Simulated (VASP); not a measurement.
Hf4ZrRu, 6 atoms in the cell. It takes space group P-6m2 (No. 187, hexagonal). The conventional cell has a = 4.745 Å, b = 4.745 Å, c = 8.103 Å, α = 90.00°, β = 90.00°, γ = 120.00°. Within 3.6 Å of Zr (site symmetry -6m2) lie 6 Hf at 2.74 Å. Hf (site symmetry 3m) has 2 Hf at 2.64 to 2.73 Å and 3 Ru at 3.04 Å within 3.5 Å. Within 3.6 Å of Hf (site symmetry -6m2) lie 5 Hf at 2.73 to 2.74 Å and 3 Zr at 2.74 Å. Hf (site symmetry -6m2) has 3 Hf at 2.74 Å and 3 Zr at 2.74 Å within 3.6 Å. Within 4.0 Å of Ru (site symmetry -6m2) lie 6 Hf at 3.04 Å. 

- Program: VASP 6.6.1
- Task: single point
- Functional: PBE
- Potentials or basis: VASP PAW PBE potentials, release 64 (Zr_sv, Hf_pv, Ru_pv)
- Cutoff: 520 eV
- k mesh: 6 × 6 × 4
- Occupations: gaussian, width 0.1 eV
- Spin: no spin polarisation
- Dipole correction: no
- Further INCAR settings: ALGO = Fast; EDIFF = 1e-06; NBANDS = 42

Potentials or basis: VASP PAW PBE potentials, release 64 (Zr_sv, Hf_pv, Ru_pv).

Launch:

```console
$ cat potpaw_PBE.64/Zr_sv/POTCAR potpaw_PBE.64/Hf_pv/POTCAR potpaw_PBE.64/Ru_pv/POTCAR > POTCAR
$ mpirun -np 1 vasp_std > vasp.out
```

Hardware: 1 thread of Intel(R) Xeon(R) 6975P-C (Granite Rapids) (shared host).

**Question.** Estimate the wall time of this run.

**Answer.** It took 2.4 min on 1 thread of Intel(R) Xeon(R) 6975P-C (Granite Rapids), with other jobs on the host, peak memory 0.36 GiB. Counts: scf iterations 29, k points 21.
